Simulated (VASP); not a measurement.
Input of a VASP 6.6.1 run:

Contents of INCAR:

```
SYSTEM = Bi
PREC     = Accurate       ! precision mode
ENCUT    = 520            ! plane-wave cutoff, eV
EDIFF    = 1E-6           ! SCF threshold, eV
ISMEAR   = -1             ! smearing method
SIGMA    = 0.05           ! smearing width, eV
LREAL    = .False.        ! projectors in reciprocal space
LASPH    = .True.         ! aspherical terms in the spheres
NELM     = 80             ! most SCF steps
ALGO     = Normal         ! electronic algorithm
ISIF     = 2              ! what is computed and relaxed
LWAVE    = .False.        ! write WAVECAR
LCHARG   = .False.        ! write CHGCAR
GGA      = PS             ! functional
NBANDS   = 22             ! bands
```

File KPOINTS:

```
regular mesh
0
Gamma
  6 6 9
  0 0 0
```

File POSCAR:

```
Bi
1.0
    3.1920302678     -2.8770269392      0.0899085348
    3.1920302678      2.8770269392      0.0899085348
   -1.0728589382      0.0000000000      3.0202152850
Bi
2
Direct
    0.7480657967      0.7480657967      0.8211575369
    0.2519342033      0.2519342033      0.1788424631
```

Potentials or basis: VASP PAW PBE potentials, release 64 (Bi_d).

The run is started by

```console
$ cat potpaw_PBE.64/Bi_d/POTCAR > POTCAR
$ mpirun -np 1 vasp_std > vasp.out
```

Task: What does it give for the band gap on the k mesh?

Result: Zero (bands 15 and 16 overlap by 5.32 eV).

Task: What does it give for the pressure?

Result: 9.9 GPa.

Caveat: the cell stands under pressure; the PAW data sets were made with another functional, which shifts forces and pressure a little; spin-orbit coupling is left out, which moves the levels of the heavy elements.
